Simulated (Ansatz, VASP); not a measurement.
One calculation of NaI, two programs

```
CELL_PARAMETERS angstrom
2.23958 -7.88100 0.00000
2.23958 7.88100 0.00000
0.00000 0.00000 4.53039
ATOMIC_POSITIONS crystal
Na 0.84047 0.15953 0.75000
Na 0.15953 0.84047 0.25000
I 0.63791 0.36209 0.75000
I 0.36209 0.63791 0.25000
```

Alike in both runs: functional PBE; k mesh 6 × 6 × 6; occupations gaussian, width 0.02 eV; no spin polarisation.

Ansatz relaxed the structure, and its values are those at the end. VASP's run is a single point on that final structure, the one shown.

```csv
,VASP,Ansatz
version,VASP 6.6.1,Ansatz 0.2.0
potentials or method,"VASP PAW PBE potentials, release 64 (Na_pv, I), cutoff 520 eV","scalar-relativistic, plane waves, PAW"
valence electrons in the cell,28,52
```

VASP gave:

```
gap on the k mesh at the Fermi level (eV) : 3.54
least direct gap on the mesh (eV)         : 3.58
pressure (GPa)                            : 0.0
```

**Question.** Estimate Ansatz's values.

**Answer.** gap on the k mesh at the Fermi level (eV): 3.55; least direct gap on the mesh (eV): 3.59; pressure (GPa): 0.0.

VASP's potentials hold 28 valence electrons a cell and Ansatz's 52, so a difference there can come from the potentials and not from the codes.

Spin-orbit coupling is off throughout.
